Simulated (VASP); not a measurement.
# CdTe (I-4m2) in VASP: a series of runs

CdTe is run at these levels: r2SCAN; tasks: single point.

All numbers are computed with VASP 6.6.1; they aren't measurements. Logs are shortened: lines on timing, memory, paths and dates and some standing lists are left out, and cuts for length are marked.

### 1 The cell of the first run

Symmetry: I-4m2, No. 119, tetragonal system. Conventional cell: a = 4.533 Å, b = 4.533 Å, c = 6.025 Å, α = 90.00°, β = 90.00°, γ = 90.00°. Cd (site symmetry -4m2) has 4 Te at 2.72 Å within 3.6 Å. Within 3.6 Å of Te (site symmetry -4m2) lie 4 Cd at 2.72 Å.

### 2 Single point, r2SCAN (strain -0.0600 x Voigt [0, 0, 1, 0, 0, 0])

POSCAR reads:

```
CdTe
1.0
    0.0000000000      3.2050000000      3.0127000000
    3.2050000000      0.0000000000      3.0127000000
    3.2050000000      3.2050000000      0.0000000000
Cd Te
1 1
Direct
    0.0000000000      0.0000000000      0.0000000000
    0.7500000000      0.7500000000      0.7500000000
```

INCAR.step1 reads:

```
SYSTEM = CdTe
PREC = Accurate ; ENCUT = 520
ISMEAR = 0 ; SIGMA = 0.05
LREAL = .FALSE. ; LASPH = .TRUE.
NELM = 100 ; NBANDS = 16
GGA = PE ; ALGO = Normal
EDIFF = 1E-4 ; LWAVE = .TRUE.
LCHARG = .FALSE.
```

INCAR.step2 reads:

```
SYSTEM = CdTe
PREC = Accurate ; ENCUT = 520
EDIFF = 1E-6 ; ISMEAR = 0
SIGMA = 0.05 ; LREAL = .FALSE.
LASPH = .TRUE. ; NELM = 100
ALGO = Normal ; ISIF = 2
LWAVE = .FALSE. ; LCHARG = .TRUE.
METAGGA = R2SCAN ; LMIXTAU = .TRUE.
LELF = .TRUE. ; LVHAR = .TRUE.
NBANDS = 16 ; ISTART = 1
```

KPOINTS reads:

```
Automatic mesh
0
G
  8 8 8
  0 0 0
```

Potentials or basis: VASP PAW PBE potentials, release 64 (Cd, Te).

Run with:

```bash
> cat potpaw_PBE.64/Cd/POTCAR potpaw_PBE.64/Te/POTCAR > POTCAR
> cp INCAR.step1 INCAR
> mpirun -np 1 vasp_std > vasp.out
> cp INCAR.step2 INCAR
> mpirun -np 1 vasp_std > vasp.out
```

OUTCAR:

```text
SYSTEM = CdTe
   PREC = Accurate
   ENCUT = 520
   EDIFF = 1E-6
   ISMEAR = 0
   LREAL = .FALSE.
   LASPH = .TRUE.
   NELM = 100
   ISIF = 2
   METAGGA = R2SCAN
   ISTART = 1

 ion  position               nearest neighbor table
   1  0.000  0.000  0.000-   2 2.72   2 2.72   2 2.72   2 2.72
   2  0.750  0.750  0.750-   1 2.72   1 2.72   1 2.72   1 2.72

  LATTYP: Found a body centered tetragonal cell.
 ALAT       =     4.5325544674
 C/A-ratio  =     1.3293607486

  Lattice vectors:

 A1 = (   0.0000000000,  -3.2050000000,  -3.0127000000)
 A2 = (   0.0000000000,   3.2050000000,  -3.0127000000)
 A3 = (   3.2050000000,   0.0000000000,   3.0127000000)

Analysis of symmetry for initial positions (statically):
=====================================================================
 Subroutine PRICEL returns:
 Original cell was already a primitive cell.

 Routine SETGRP: Setting up the symmetry group for a
 body centered tetragonal supercell.

 Subroutine GETGRP returns: Found  8 space group operations
 (whereof  8 operations were pure point group operations)
 out of a pool of 16 trial point group operations.

The static configuration has the point symmetry D_2d.

Analysis of symmetry for dynamics (positions and initial velocities):
=====================================================================
 Subroutine PRICEL returns:
 Original cell was already a primitive cell.

 Routine SETGRP: Setting up the symmetry group for a
 body centered tetragonal supercell.

 Subroutine GETGRP returns: Found  8 space group operations
 (whereof  8 operations were pure point group operations)
 out of a pool of 16 trial point group operations.

The dynamic configuration has the point symmetry D_2d.

 Subroutine INISYM returns: Found  8 space group operations
 (whereof  8 operations are pure point group operations),
 and found     1 'primitive' translations

----------------------------------------------------------------------------------------

                                     Primitive cell

  volume of cell :      61.8931

  direct lattice vectors                    reciprocal lattice vectors
     0.000000000  3.205000000  3.012700000    -0.156006240  0.156006240  0.165964085
     3.205000000  0.000000000  3.012700000     0.156006240 -0.156006240  0.165964085
     3.205000000  3.205000000  0.000000000     0.156006240  0.156006240 -0.165964085

  length of vectors
     4.398680062  4.398680062  4.532554467     0.276079647  0.276079647  0.276079647

  position of ions in fractional coordinates (direct lattice)
     0.000000000  0.000000000  0.000000000
     0.750000000  0.750000000  0.750000000

  ion indices of the primitive-cell ions
   primitive index   ion index
                 1           1
                 2           2

----------------------------------------------------------------------------------------

 KPOINTS: Automatic mesh

Automatic generation of k-mesh.
 Grid dimensions read from file:
 generate k-points for:    8    8    8

 Generating k-lattice:

  Cartesian coordinates                     Fractional coordinates (reciprocal lattice)
    -0.019500780  0.019500780  0.020745511     0.125000000  0.000000000  0.000000000
     0.019500780 -0.019500780  0.020745511     0.000000000  0.125000000  0.000000000
     0.019500780  0.019500780 -0.020745511    -0.000000000 -0.000000000  0.125000000

  Length of vectors
     0.034509956  0.034509956  0.034509956

  Shift w.r.t. Gamma in fractional coordinates (k-lattice)
     0.000000000  0.000000000  0.000000000

 Subroutine IBZKPT returns following result:
 ===========================================

 Found     59 irreducible k-points:

 Following reciprocal coordinates:
            Coordinates               Weight
  0.000000  0.000000  0.000000      1.000000
  0.125000  0.000000  0.000000      8.000000
  0.250000  0.000000  0.000000      8.000000
  0.375000 -0.000000  0.000000      8.000000
  0.500000  0.000000  0.000000      4.000000
  0.125000  0.125000  0.000000      2.000000
[... 16 lines left out ...]
  0.250000  0.000000  0.125000     16.000000
  0.375000 -0.000000  0.125000     16.000000
 [... further k-points ...]
   k-points           NKPTS =     59   k-points in BZ     NKDIM =     59   number of bands    NBANDS=     16
   number of dos      NEDOS =    301   number of ions     NIONS =      2
   total plane-waves  NPLWV =  46656
   dimension x,y,z NGX =    36 NGY =   36 NGZ =   36
   dimension x,y,z NGXF=    72 NGYF=   72 NGZF=   72
   ions per type =               1   1
   NGX,Y,Z   is equivalent  to a cutoff of  13.61, 13.61, 13.20 a.u.
   NGXF,Y,Z  is equivalent  to a cutoff of  27.21, 27.21, 26.41 a.u.
 SYSTEM =  CdTe
   PREC   = accura    normal or accurate (medium, high low for compatibility)
   ISTART =      1    job   : 0-new  1-cont  2-samecut
   ICHARG =      0    charge: 1-file 2-atom 10-const
   ISPIN  =      1    spin polarized calculation?
   LNONCOLLINEAR =      F non collinear calculations
   LSORBIT =      F    spin-orbit coupling
   LASPH  =      T    aspherical Exc in radial PAW
   ENCUT  =  520.0 eV  38.22 Ry    6.18 a.u.   8.18  8.18  8.43*2*pi/ulx,y,z
   NELM   =    100;   NELMIN=  2; NELMDL=  0     # of ELM steps
   EDIFF  = 0.1E-05   stopping-criterion for ELM
   LREAL  =      F    real-space projection
   EDIFFG = 0.1E-04   stopping-criterion for IOM
   NSW    =      0    number of steps for IOM
   IBRION =     -1    ionic relax: 0-MD 1-quasi-New 2-CG
   NFREE  =      0    steps in history (QN), initial steepest desc. (CG)
   ISIF   =      2    stress and relaxation
   ISYM   =      2    0-nonsym 1-usesym 2-fastsym
   POTIM  = 0.5000    time-step for ionic-motion
   TEBEG  =    0.0;   TEEND  =   0.0 temperature during run
   PSTRESS=    0.0 pullay stress
   NELECT =      18.0000    total number of electrons
   NUPDOWN=      -1.0000    fix difference up-down
   EMIN   =  10.00;   EMAX   =-10.00  energy-range for DOS
   EFERMI =   0.00;   METHOD = LEGACY
   ISMEAR =     0;   SIGMA  =   0.05  broadening in eV -4-tet -1-fermi 0-gaus
   EFERMI_NEDOS =   21; number of points for ismear=-14 and -15
   IALGO  =     38    algorithm
   IMIX   =      4    mixing-type and parameters
     AMIX     =   0.40;   BMIX     =  1.00
     AMIX_MAG =   1.60;   BMIX_MAG =  1.00
  volume/ion in A,a.u.               =      30.95       208.84
  Fermi-wavevector in a.u.,A,eV,Ry     =   1.084638  2.049670 16.006447  1.176441
  Thomas-Fermi vector in A             =   2.220733
   LORBIT       =      0    0 simple, 1 ext, 2 COOP (PROOUT), +10 PAW based schemes
   METAGGA = R2SCAN    functional components
   LHFCALC =     F    Hartree Fock is set to
   AEXX    =    0.0000 exact exchange contribution
   IVDW    =     0    specifies the selected vdW correction
   LEPSILON=     F    determine dielectric tensor
   LRPA    =     F    only Hartree local field effects (RPA)
 non-spin polarized calculation
 Gauss-broadening in eV      SIGMA  =   0.05
  energy-cutoff  :      520.00
  volume of cell :       61.89
 maximum number of plane-waves:      1695
 NGX is ok and might be reduce to    36
   NGX = 17   NGY = 17   NGZ = 17

 number of electron      18.0000005 magnetization

 Free energy of the ion-electron system (eV)
  ---------------------------------------------------
  ext. energy  EPLUGINS =         0.00000000
  ---------------------------------------------------
  free energy    TOTEN  =       -46.46456424 eV

  energy without entropy =      -46.46456424  energy(sigma->0) =      -46.46456424

 E-fermi :   3.3826     XC(G=0):  -9.5586

 val. band max:        3.1573229103   @ k =   0.0000   0.0000   0.0000
 cond. band min:       4.6087373440   @ k =   0.0000   0.0000   0.0000
 fundamental gap:      1.4514144337
 Fermi energy:         3.3825860911

 k-point     1 :       0.0000    0.0000    0.0000
  band No.  band energies     occupation
      1      -9.1128      2.00000
      2      -5.9127      2.00000
      3      -5.9127      2.00000
      4      -5.8979      2.00000
      5      -5.5511      2.00000
      6      -5.5335      2.00000
[... 8 lines left out ...]
     15      12.5608      0.00000
     16      13.3020      0.00000

 k-point     2 :       0.1250    0.0000    0.0000
  band No.  band energies     occupation
      1      -9.0378      2.00000
      2      -5.8978      2.00000
      3      -5.8894      2.00000
      4      -5.8532      2.00000
      5      -5.5509      2.00000
      6      -5.5357      2.00000
[... 8 lines left out ...]
     15      11.8884      0.00000
     16      12.4064      0.00000

 k-point     3 :       0.2500    0.0000    0.0000
  band No.  band energies     occupation
      1      -8.8551      2.00000
      2      -5.8655      2.00000
      3      -5.8525      2.00000
      4      -5.6708      2.00000
      5      -5.5459      2.00000
      6      -5.5355      2.00000
[... 8 lines left out ...]
     15      11.9131      0.00000
     16      12.3397      0.00000

 k-point     4 :       0.3750   -0.0000    0.0000
  band No.  band energies     occupation
      1      -8.6740      2.00000
      2      -5.8397      2.00000
      3      -5.8207      2.00000
      4      -5.5436      2.00000
      5      -5.5326      2.00000
      6      -5.3209      2.00000
[... 8 lines left out ...]
     15      12.9451      0.00000
     16      13.0775      0.00000
[... 324 lines left out ...]
 k-point    22 :       0.1250    0.0000    0.1250
  band No.  band energies     occupation
      1      -9.0157      2.00000
      2      -5.8863      2.00000
      3      -5.8648      2.00000
      4      -5.8618      2.00000
      5      -5.5576      2.00000
      6      -5.5316      2.00000
[... 8 lines left out ...]
     15      12.2611      0.00000
     16      13.1574      0.00000

 k-point    23 :       0.2500    0.0000    0.1250
  band No.  band energies     occupation
      1      -8.8709      2.00000
      2      -5.8602      2.00000
      3      -5.8341      2.00000
      4      -5.7271      2.00000
      5      -5.5578      2.00000
      6      -5.5270      2.00000
[... 8 lines left out ...]
     15      12.7069      0.00000
     16      13.3646      0.00000

 k-point    24 :       0.3750   -0.0000    0.1250
  band No.  band energies     occupation
      1      -8.6897      2.00000
      2      -5.8348      2.00000
      3      -5.8011      2.00000
      4      -5.5741      2.00000
      5      -5.5325      2.00000
      6      -5.3952      2.00000
[... 8 lines left out ...]
     15      12.8092      0.00000
     16      13.6017      0.00000

 [... further k-points ...]
[... 5 lines left out ...]
  --------------------------------------------------------------------------------------
  -------------------------------------------------------------------------------------
  Total        2.7120712      2.7120712      2.9050936      0.0000000      0.0000000      0.0000000
  in kB       70.2052703     70.2052703     75.2018917      0.0000000      0.0000000      0.0000000
  external PRESSURE =      71.8708108 kB  Pullay stress =       0.0000000 kB

 VOLUME and BASIS-vectors are now :
 -----------------------------------------------------------------------------
  energy-cutoff  :      520.00
  volume of cell :       61.89
      direct lattice vectors                 reciprocal lattice vectors
     0.000000000  3.205000000  3.012700000    -0.156006240  0.156006240  0.165964085
     3.205000000  0.000000000  3.012700000     0.156006240 -0.156006240  0.165964085
     3.205000000  3.205000000  0.000000000     0.156006240  0.156006240 -0.165964085

 POSITION                                       TOTAL-FORCE (eV/Angst)
 -----------------------------------------------------------------------------------
      0.00000      0.00000      0.00000         0.000000      0.000000      0.000000
      4.80750      4.80750      4.51905        -0.000000     -0.000000     -0.000000
 -----------------------------------------------------------------------------------
    total drift:                                0.000001      0.000001      0.000003

  FREE ENERGIE OF THE ION-ELECTRON SYSTEM (eV)
  ---------------------------------------------------
  free  energy   TOTEN  =       -46.4645642356 eV

  energy  without entropy=      -46.4645642356  energy(sigma->0) =      -46.46456424
```

It took 2.9 min on 1 thread of Intel Xeon 6975P-C, shared host; peak memory 0.25 GiB.

What came out:

```yaml
Free_energy: -46.4646 eV
Pressure: 7.2 GPa
Band_gap_on_the_k_mesh: 1.45 eV, direct
```

Levels at points of the mesh, in eV from the valence-band top:
| k point | band 7 | band 8 | band 9 | band 10 | band 11 | band 12 |
| --- | --- | --- | --- | --- | --- | --- |
| (0.00, 0.00, 0.00) | -0.20 | -0.20 | 0.00 | 1.45 | 4.83 | 4.83 |
| (0.50, 0.00, 0.00) | -5.22 | -1.24 | -0.91 | 2.16 | 5.19 | 5.67 |
| (0.50, 0.50, 0.00) | -4.75 | -2.60 | -2.60 | 2.34 | 2.46 | 10.16 |
| (0.50, 0.00, 0.50) | -5.10 | -2.35 | -2.23 | 2.64 | 2.99 | 9.72 |

Caveat: the cell differs from its parent crystal (strain -0.0600 x Voigt [0, 0, 1, 0, 0, 0]); the PAW data sets were made with another functional, which shifts forces and pressure a little; spin-orbit coupling is left out, which moves the levels of the heavy elements.

### 3 Single point, r2SCAN

POSCAR is that of step 2.

INCAR.step1 reads:

```
PREC = Accurate ; ENCUT = 520
ISMEAR = 0 ; SIGMA = 0.05
LREAL = False ; LASPH = True
NELM = 80 ; NBANDS = 16
GGA = PE ; ALGO = Normal
EDIFF = 1E-4 ; LWAVE = True
LCHARG = False
```

INCAR.step2 reads:

```
PREC = Accurate ; ENCUT = 520
EDIFF = 1E-6 ; ISMEAR = 0
SIGMA = 0.05 ; LREAL = False
LASPH = True ; NELM = 80
ALGO = Normal ; ISIF = 2
LWAVE = False ; LCHARG = False
METAGGA = R2SCAN ; LMIXTAU = True
NBANDS = 16 ; ISTART = 1
```

KPOINTS reads:

```
regular mesh
0
Gamma
  8 8 8
```

Potentials or basis: VASP PAW PBE potentials, release 64 (Cd, Te).

Run with:

```bash
> cat potpaw_PBE.64/Cd/POTCAR potpaw_PBE.64/Te/POTCAR > POTCAR
> cp INCAR.step1 INCAR
> mpirun -np 1 vasp_std > vasp.out
> cp INCAR.step2 INCAR
> mpirun -np 1 vasp_std > vasp.out
```

Wall time 2.6 min (1 thread of Intel Xeon 6975P-C, shared host); peak memory 0.25 GiB.

Results (log left out):

| Property | Result |
| --- | --- |
| Free energy | -46.4646 eV |
| Pressure | 7.2 GPa |
| Band gap on the k mesh | 1.45 eV, direct |

Stress tensor (GPa, compression positive):
```
7.02 0.00 0.00
0.00 7.02 0.00
0.00 0.00 7.52
```

Levels at points of the mesh, in eV from the valence-band top:
```csv
k point,band 5,band 6,band 7,band 8,band 9,band 10,band 11,band 12,band 13,band 14
"(0.00, 0.00, 0.00)",-8.71,-8.69,-0.20,-0.20,0.00,1.45,4.83,4.83,4.83,7.98
"(0.50, 0.00, 0.00)",-8.68,-8.24,-5.22,-1.24,-0.91,2.16,5.19,5.67,7.37,9.48
"(0.50, 0.50, 0.00)",-8.65,-7.96,-4.75,-2.60,-2.60,2.34,2.46,10.16,10.16,10.25
"(0.50, 0.00, 0.50)",-8.66,-8.10,-5.10,-2.35,-2.23,2.64,2.99,9.72,9.82,10.25
```

Caveat: the PAW data sets were made with another functional, which shifts forces and pressure a little; spin-orbit coupling is left out, which moves the levels of the heavy elements.
